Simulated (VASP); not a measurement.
Here is a VASP 6.6.1 calculation.

Contents of POSCAR:

```
C
1.0
    0.0000000000      1.7834400000      1.7834400000
    1.7834400000      0.0000000000      1.7834400000
    1.7834400000      1.7834400000      0.0000000000
C
2
Direct
    0.5000000000      0.5000000000      0.5000000000
    0.7500000000      0.7500000000      0.7500000000
```

Contents of INCAR.step1:

```
ALGO = Normal ; EDIFF = 1E-5
ENCUT = 660 ; GGA = PE
GGA_COMPAT = False ; ISMEAR = -1
LASPH = True ; LCHARG = False
LREAL = False ; LWAVE = True
NBANDS = 11 ; NELM = 120
PREC = Accurate ; SIGMA = 0.001
```

Contents of INCAR.step2:

```
ALGO = Normal ; EDIFF = 1E-6
ENCUT = 660 ; GGA_COMPAT = False
ISIF = 2 ; ISMEAR = -1
ISTART = 1 ; LASPH = True
LCHARG = False ; LMIXTAU = True
LREAL = False ; LWAVE = False
METAGGA = R2SCAN ; NBANDS = 11
NELM = 120 ; PREC = Accurate
SIGMA = 0.001
```

Contents of KPOINTS:

```
k-points
0
Gamma
  12 12 12
```

Potentials or basis: VASP PAW PBE potentials, release 64 (C).

Command:

```sh
$ cat potpaw_PBE.64/C/POTCAR > POTCAR
$ cp INCAR.step1 INCAR
$ mpirun -np 1 vasp_std > vasp.out
$ cp INCAR.step2 INCAR
$ mpirun -np 1 vasp_std > vasp.out
```

Task: Predict the pressure.

Result: -2.4 GPa.

Task: Predict the band gap on the k mesh.

Result: 4.34 eV, indirect (least direct gap 5.84 eV).

Caveat: the PAW data sets were made with another functional, which shifts forces and pressure a little. r2SCAN opens gaps a little over a GGA but as a rule still falls short of measured ones.
